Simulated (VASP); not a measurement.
**AgCl: relaxation of cell and atoms with PBE**

The system is AgCl.

```
Ag Cl
1.0
     0.00000    2.95455    2.95455
     2.95455    0.00000    2.95455
     2.95455    2.95455    0.00000
Ag Cl
1 1
Direct
  0.00000 0.00000 0.00000
  0.25000 0.25000 0.25000
```

The cell was generated, and may not be a known phase.

```yaml
Program: VASP 6.6.1
Task: relaxation of cell and atoms
Functional: PBE
Potentials_or_basis: VASP PAW PBE potentials, release 64 (Ag, Cl)
Cutoff: 600 eV
k_mesh: 8 × 8 × 8
Occupations: gaussian, width 0.02 eV
Spin: no spin polarisation
Dipole_correction: no
Further_INCAR_settings: ALGO = Normal; EDIFF = 1e-06; IBRION = 2; EDIFFG = -0.01; NSW = 100; ISIF = 3
```

* Relaxed volume: 27.74 Å³/atom
* Relaxed cell: a = 4.281 Å, b = 4.281 Å, c = 4.281 Å, α = 60.00°, β = 60.00°, γ = 60.00°
* Space group after relaxing (to 0.1 Å): F-43m (No. 216)
* Energy gained by relaxing: 14.7 meV/atom
* Ionic steps: 3
* Pressure after relaxing: 0.0 GPa
* Band gap on the k mesh: 1.29 eV

Step by step:
| step | energy change (eV) | largest force (eV/Å) | pressure (GPa) | volume (Å³) |
| --- | --- | --- | --- | --- |
| 1 | 0.0000 | 0.0000 | 2.64 | 51.58 |
| 2 | -0.0287 | 0.0000 | 0.35 | 54.82 |
| 3 | -0.0294 | 0.0000 | -0.02 | 55.47 |

Final structure:
```
Ag Cl
1.0
     0.00000    3.02699    3.02699
     3.02699    0.00000    3.02699
     3.02699    3.02699    0.00000
Ag Cl
1 1
Direct
  0.00000 0.00000 0.00000
  0.25000 0.25000 0.25000
```

Levels at points of the mesh, in eV from the valence-band top:
```
           k point  band 6  band 7  band 8  band 9  band 10  band 11  band 12  band 13
(0.00, 0.00, 0.00)   -2.02    0.00    0.00    0.00     1.29     8.12     8.12     8.12
(0.50, 0.00, 0.00)   -1.96   -1.88   -0.54   -0.54     3.74     6.65     8.45     8.45
(0.50, 0.50, 0.00)   -1.88   -1.64   -1.27   -1.27     4.87     5.35     8.68    10.54
```

It took 29 s on 1 thread of Intel(R) Xeon(R) Platinum 8488C (Sapphire Rapids) (shared host), peak memory 0.22 GiB.

A k mesh can miss the band edges.
